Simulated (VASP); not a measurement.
# ZrC (rocksalt type) (Fm-3m) in VASP: a series of runs

ZrC (rocksalt type) is run at these levels: PBE, r2SCAN; tasks: electric field gradients.

Everything below comes from runs of VASP 6.6.1. Logs are shortened: lines on timing, memory, paths and dates and some standing lists are left out, and cuts for length are marked.

**1. The cell of the first run**

The structure is cubic, space group Fm-3m (No. 225). The conventional cell has a = 4.801 Å, b = 4.801 Å, c = 4.801 Å, α = 90.00°, β = 90.00°, γ = 90.00°. Zr (site symmetry m-3m) has 6 C at 2.40 Å within 3.2 Å. C (site symmetry m-3m) has 6 Zr at 2.40 Å within 3.2 Å.

**2. Electric field gradients, PBE (volume scaled by 1.06)**

Contents of INCAR:

```
PREC = Accurate
ENCUT = 520
EDIFF = 1E-8
ISMEAR = -1
SIGMA = 0.05
LREAL = F
LASPH = T
NELM = 80
ALGO = Normal
ISIF = 2
LWAVE = F
LCHARG = F
GGA = PE
LEFG = T
NBANDS = 15
```

Contents of KPOINTS:

```
Automatic mesh
0
Gamma
  14 14 14
```

Contents of POSCAR:

```
ZrC
1.0
    0.0000000000      2.4004836570      2.4004836570
    2.4004836570      0.0000000000      2.4004836570
    2.4004836570      2.4004836570      0.0000000000
Zr C
1 1
Direct
    0.0000000000      0.0000000000      0.0000000000
    0.5000000000      0.5000000000      0.5000000000
```

Potentials or basis: VASP PAW PBE potentials, release 64 (Zr_sv, C).

On the command line:

```sh
$ cat potpaw_PBE.64/Zr_sv/POTCAR potpaw_PBE.64/C/POTCAR > POTCAR
$ mpirun -np 1 vasp_std > vasp.out
```

OUTCAR:

```text
PREC = Accurate
   ENCUT = 520
   EDIFF = 1E-8
   ISMEAR = -1
   LREAL = F
   LASPH = T
   NELM = 80
   ISIF = 2
   GGA = PE

 ion  position               nearest neighbor table
   1  0.000  0.000  0.000-   2 2.40   2 2.40   2 2.40   2 2.40   2 2.40   2 2.40
   2  0.500  0.500  0.500-   1 2.40   1 2.40   1 2.40   1 2.40   1 2.40   1 2.40

  LATTYP: Found a face centered cubic cell.
 ALAT       =     4.8009673140

  Lattice vectors:

 A1 = (   0.0000000000,   2.4004836570,   2.4004836570)
 A2 = (   2.4004836570,   0.0000000000,   2.4004836570)
 A3 = (   2.4004836570,   2.4004836570,   0.0000000000)

Analysis of symmetry for initial positions (statically):
=====================================================================
 Subroutine PRICEL returns:
 Original cell was already a primitive cell.

 Routine SETGRP: Setting up the symmetry group for a
 face centered cubic supercell.

 Subroutine GETGRP returns: Found 48 space group operations
 (whereof 48 operations were pure point group operations)
 out of a pool of 48 trial point group operations.

The static configuration has the point symmetry O_h .

Analysis of symmetry for dynamics (positions and initial velocities):
=====================================================================
 Subroutine PRICEL returns:
 Original cell was already a primitive cell.

 Routine SETGRP: Setting up the symmetry group for a
 face centered cubic supercell.

 Subroutine GETGRP returns: Found 48 space group operations
 (whereof 48 operations were pure point group operations)
 out of a pool of 48 trial point group operations.

The dynamic configuration has the point symmetry O_h .

 Subroutine INISYM returns: Found 48 space group operations
 (whereof 48 operations are pure point group operations),
 and found     1 'primitive' translations

----------------------------------------------------------------------------------------

                                     Primitive cell

  volume of cell :      27.6647

  direct lattice vectors                    reciprocal lattice vectors
     0.000000000  2.400483657  2.400483657    -0.208291358  0.208291358  0.208291358
     2.400483657  0.000000000  2.400483657     0.208291358 -0.208291358  0.208291358
     2.400483657  2.400483657  0.000000000     0.208291358  0.208291358 -0.208291358

  length of vectors
     3.394796544  3.394796544  3.394796544     0.360771214  0.360771214  0.360771214

  position of ions in fractional coordinates (direct lattice)
     0.000000000  0.000000000  0.000000000
     0.500000000  0.500000000  0.500000000

  ion indices of the primitive-cell ions
   primitive index   ion index
                 1           1
                 2           2

----------------------------------------------------------------------------------------

 KPOINTS: Automatic mesh

Automatic generation of k-mesh.
 Grid dimensions read from file:
 generate k-points for:   14   14   14

 Generating k-lattice:

  Cartesian coordinates                     Fractional coordinates (reciprocal lattice)
    -0.014877954  0.014877954  0.014877954     0.071428571  0.000000000  0.000000000
     0.014877954 -0.014877954  0.014877954     0.000000000  0.071428571  0.000000000
     0.014877954  0.014877954 -0.014877954     0.000000000  0.000000000  0.071428571

  Length of vectors
     0.025769372  0.025769372  0.025769372

  Shift w.r.t. Gamma in fractional coordinates (k-lattice)
     0.000000000  0.000000000  0.000000000

 Subroutine IBZKPT returns following result:
 ===========================================

 Found    104 irreducible k-points:

 Following reciprocal coordinates:
            Coordinates               Weight
  0.000000  0.000000  0.000000      1.000000
  0.071429  0.000000  0.000000      8.000000
  0.142857  0.000000  0.000000      8.000000
  0.214286  0.000000  0.000000      8.000000
  0.285714  0.000000  0.000000      8.000000
  0.357143  0.000000  0.000000      8.000000
[... 16 lines left out ...]
  0.214286  0.142857  0.000000     24.000000
  0.285714  0.142857  0.000000     24.000000
 [... further k-points ...]
   k-points           NKPTS =    104   k-points in BZ     NKDIM =    104   number of bands    NBANDS=     15
   number of dos      NEDOS =    301   number of ions     NIONS =      2
   total plane-waves  NPLWV =  21952
   dimension x,y,z NGX =    28 NGY =   28 NGZ =   28
   dimension x,y,z NGXF=    56 NGYF=   56 NGZF=   56
   ions per type =               1   1
   NGX,Y,Z   is equivalent  to a cutoff of  13.71, 13.71, 13.71 a.u.
   NGXF,Y,Z  is equivalent  to a cutoff of  27.42, 27.42, 27.42 a.u.
 SYSTEM =  unknown system
   PREC   = accura    normal or accurate (medium, high low for compatibility)
   ISTART =      0    job   : 0-new  1-cont  2-samecut
   ICHARG =      2    charge: 1-file 2-atom 10-const
   ISPIN  =      1    spin polarized calculation?
   LNONCOLLINEAR =      F non collinear calculations
   LSORBIT =      F    spin-orbit coupling
   LASPH  =      T    aspherical Exc in radial PAW
   ENCUT  =  520.0 eV  38.22 Ry    6.18 a.u.   6.31  6.31  6.31*2*pi/ulx,y,z
   NELM   =     80;   NELMIN=  2; NELMDL= -5     # of ELM steps
   EDIFF  = 0.1E-07   stopping-criterion for ELM
   LREAL  =      F    real-space projection
   EDIFFG = 0.1E-06   stopping-criterion for IOM
   NSW    =      0    number of steps for IOM
   IBRION =     -1    ionic relax: 0-MD 1-quasi-New 2-CG
   NFREE  =      0    steps in history (QN), initial steepest desc. (CG)
   ISIF   =      2    stress and relaxation
   ISYM   =      2    0-nonsym 1-usesym 2-fastsym
   POTIM  = 0.5000    time-step for ionic-motion
   TEBEG  =    0.0;   TEEND  =   0.0 temperature during run
   PSTRESS=    0.0 pullay stress
   NELECT =      16.0000    total number of electrons
   NUPDOWN=      -1.0000    fix difference up-down
   EMIN   =  10.00;   EMAX   =-10.00  energy-range for DOS
   EFERMI =   0.00;   METHOD = LEGACY
   ISMEAR =    -1;   SIGMA  =   0.05  broadening in eV -4-tet -1-fermi 0-gaus
   EFERMI_NEDOS =   21; number of points for ismear=-14 and -15
   IALGO  =     38    algorithm
   IMIX   =      4    mixing-type and parameters
     AMIX     =   0.40;   BMIX     =  1.00
     AMIX_MAG =   1.60;   BMIX_MAG =  1.00
  volume/ion in A,a.u.               =      13.83        93.35
  Fermi-wavevector in a.u.,A,eV,Ry     =   1.363974  2.577537 25.312618  1.860425
  Thomas-Fermi vector in A             =   2.490330
   LORBIT       =      0    0 simple, 1 ext, 2 COOP (PROOUT), +10 PAW based schemes
   GGA     = PE    functional components
   LHFCALC =     F    Hartree Fock is set to
   AEXX    =    0.0000 exact exchange contribution
   IVDW    =     0    specifies the selected vdW correction
   LEPSILON=     F    determine dielectric tensor
   LRPA    =     F    only Hartree local field effects (RPA)
 non-spin polarized calculation
  energy-cutoff  :      520.00
  volume of cell :       27.66
 maximum number of plane-waves:       758
 NGX is ok and might be reduce to    28
   NGX = 13   NGY = 13   NGZ = 13

 number of electron      16.0000000 magnetization

 Free energy of the ion-electron system (eV)
  ---------------------------------------------------
  ext. energy  EPLUGINS =         0.00000000
  ---------------------------------------------------
  free energy    TOTEN  =       -19.40725309 eV

  energy without entropy =      -19.40471466  energy(sigma->0) =      -19.40598387

 E-fermi :   8.8959     XC(G=0): -11.8228

 val. band max:        8.8298093930   @ k =   0.4286   0.4286   0.0000
 cond. band min:       8.9006323343   @ k =   0.5000   0.5000   0.0000
 fundamental gap:      0.0708229413
 Fermi energy:         8.8958903693

 k-point     1 :       0.0000    0.0000    0.0000
  band No.  band energies     occupation
      1     -39.4570      2.00000
      2     -17.2026      2.00000
      3     -17.2026      2.00000
      4     -17.2026      2.00000
      5      -2.1783      2.00000
      6       9.8169      0.00000
      7       9.8169      0.00000
      8       9.8169      0.00000
      9       9.9646      0.00000
     10       9.9646      0.00000
     11       9.9646      0.00000
     12      11.5267      0.00000
     13      11.5267      0.00000
     14      15.4992      0.00000
     15      19.2397      0.00000

 k-point     2 :       0.0714    0.0000    0.0000
  band No.  band energies     occupation
      1     -39.4533      2.00000
      2     -17.2381      2.00000
      3     -17.2058      2.00000
      4     -17.2058      2.00000
      5      -2.0740      2.00000
      6       8.9819      0.30370
      7       9.1981      0.00473
      8       9.1981      0.00473
      9      10.1956      0.00000
     10      10.1956      0.00000
     11      10.5342      0.00000
     12      12.1356      0.00000
     13      12.1356      0.00000
     14      15.7571      0.00000
     15      19.5289      0.00000

 k-point     3 :       0.1429    0.0000    0.0000
  band No.  band energies     occupation
      1     -39.4429      2.00000
      2     -17.3363      2.00000
      3     -17.2149      2.00000
      4     -17.2149      2.00000
      5      -1.7736      2.00000
      6       7.9142      2.00000
      7       8.3579      1.99996
      8       8.3579      1.99996
      9      10.5270      0.00000
     10      10.5270      0.00000
     11      10.9539      0.00000
     12      13.2917      0.00000
     13      13.2917      0.00000
     14      16.3938      0.00000
     15      20.2916      0.00000
[... 343 lines left out ...]
 k-point    23 :       0.2143    0.1429    0.0000
  band No.  band energies     occupation
      1     -39.4269      2.00000
      2     -17.4151      2.00000
      3     -17.2658      2.00000
      4     -17.2586      2.00000
      5      -1.3873      2.00000
      6       6.5089      2.00000
      7       8.1672      2.00000
      8       8.4318      1.99981
      9       9.4479      0.00003
     10      11.7691      0.00000
     11      12.2187      0.00000
     12      12.7730      0.00000
     13      14.4621      0.00000
     14      17.8782      0.00000
     15      21.4280      0.00000

 k-point    24 :       0.2857    0.1429    0.0000
  band No.  band energies     occupation
      1     -39.4123      2.00000
      2     -17.5378      2.00000
      3     -17.2843      2.00000
      4     -17.2733      2.00000
      5      -0.9837      2.00000
      6       5.8985      2.00000
      7       7.4124      2.00000
      8       7.8783      2.00000
      9       9.8589      0.00000
     10      12.1730      0.00000
     11      12.6229      0.00000
     12      13.8705      0.00000
     13      15.3954      0.00000
     14      18.5010      0.00000
     15      22.0257      0.00000

 [... further k-points ...]
[... 5 lines left out ...]
  --------------------------------------------------------------------------------------
  -------------------------------------------------------------------------------------
  Total       -1.9506401     -1.9506401     -1.9506401      0.0000000     -0.0000000      0.0000000
  in kB     -112.9695693   -112.9695693   -112.9695693      0.0000000     -0.0000000      0.0000000
  external PRESSURE =    -112.9695693 kB  Pullay stress =       0.0000000 kB

 VOLUME and BASIS-vectors are now :
 -----------------------------------------------------------------------------
  energy-cutoff  :      520.00
  volume of cell :       27.66
      direct lattice vectors                 reciprocal lattice vectors
     0.000000000  2.400483657  2.400483657    -0.208291358  0.208291358  0.208291358
     2.400483657  0.000000000  2.400483657     0.208291358 -0.208291358  0.208291358
     2.400483657  2.400483657  0.000000000     0.208291358  0.208291358 -0.208291358

 POSITION                                       TOTAL-FORCE (eV/Angst)
 -----------------------------------------------------------------------------------
      0.00000      0.00000      0.00000         0.000000     -0.000000      0.000000
      2.40048      2.40048      2.40048        -0.000000      0.000000     -0.000000
 -----------------------------------------------------------------------------------
    total drift:                                0.000000      0.000000      0.000000

  FREE ENERGIE OF THE ION-ELECTRON SYSTEM (eV)
  ---------------------------------------------------
  free  energy   TOTEN  =       -19.4072530868 eV

  energy  without entropy=      -19.4047146598  energy(sigma->0) =      -19.40598387

 Electric field gradients (V/A^2)
---------------------------------------------------------------------
 ion       V_xx      V_yy      V_zz      V_xy      V_xz      V_yz
---------------------------------------------------------------------
   1      -0.000    -0.000    -0.000    -0.000    -0.000    -0.000
   2       0.000     0.000     0.000    -0.000    -0.000    -0.000
---------------------------------------------------------------------

 Electric field gradients after diagonalization (V/A^2)
 (convention: |V_zz| > |V_xx| > |V_yy|)
----------------------------------------------------------------------
 ion       V_xx      V_yy      V_zz     asymmetry (V_yy - V_xx)/ V_zz
----------------------------------------------------------------------
   1       0.000     0.000    -0.000       0.000
   2       0.000     0.000    -0.001       0.000
----------------------------------------------------------------------

           NMR quadrupolar parameters

 Cq : quadrupolar parameter    Cq=e*Q*V_zz/h
 eta: asymmetry parameters     (V_yy - V_xx)/ V_zz
 Q  : nuclear electric quadrupole moment in mb (millibarn)
----------------------------------------------------------------------
 ion       Cq(MHz)       eta       Q (mb)
----------------------------------------------------------------------
   1      -0.000       0.000       1.000
   2      -0.000       0.000       1.000
----------------------------------------------------------------------
```

It took 36 s on 1 thread of Intel Xeon 6975P-C (Granite Rapids), shared host; peak memory 0.18 GiB.

Results:

- Free energy: -19.4073 eV
- Pressure: -11.3 GPa
- Band gap on the k mesh: zero (band 8 reaches 9.82 eV, above the bottom of band 9 at 8.55 eV)

Caveat: without QUAD_EFG the Cq values of the log hold for a quadrupole moment of 1 mb, not for the nuclei.

(Part 1 of 2 ends here.)
